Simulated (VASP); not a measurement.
Input of a VASP 6.6.1 run:

INCAR

```
  PREC = Accurate
  ENCUT = 600
  EDIFF = 1E-6
  ISMEAR = 0
  SIGMA = 0.1
  LREAL = F
  LASPH = T
  NELM = 80
  ALGO = Normal
  ISIF = 3
  LWAVE = F
  LCHARG = F
  GGA = PE
  IBRION = 2
  NSW = 90
  EDIFFG = -0.04
```

File KPOINTS:

```
Automatic mesh
0
Gamma
  6 6 4
```

Contents of POSCAR:

```
SiGe5
1.0
    5.4995133000      0.0000000000      0.0000000000
   -2.7497566500      4.7627182300      0.0000000000
    0.0000000000      0.0000000000      4.3390986000
Si Ge
1 5
Direct
    0.0000000000      0.0000000000      0.0000000000
    0.0000000000      0.5000000000      0.5000000000
    0.3333333300      0.6666666700      0.0000000000
    0.6666666700      0.3333333300      0.0000000000
    0.5000000000      0.0000000000      0.5000000000
    0.5000000000      0.5000000000      0.5000000000
```

Potentials or basis: VASP PAW PBE potentials, release 64 (Si, Ge_d).

The run is started by

```bash
$ cat potpaw_PBE.64/Si/POTCAR potpaw_PBE.64/Ge_d/POTCAR > POTCAR
$ mpirun -np 1 vasp_std > vasp.out
```

Task: Predict the relaxed volume.

Result: 20.66 Å³/atom.

Task: What does it give for the relaxed cell?

Result: a = 5.310 Å, b = 5.310 Å, c = 5.076 Å, α = 90.00°, β = 90.00°, γ = 120.00°.

Stress tensor (GPa, compression positive):
```
-0.13  0.00  0.00
 0.00 -0.13  0.00
 0.00  0.00 -0.05
```

Caveat: the k points lie up to 0.31 Å⁻¹ apart in the final cell, too coarse for converged energies and pressures of a metal; a cell axis changed by over 15 % at a fixed basis, so the end point is rough.
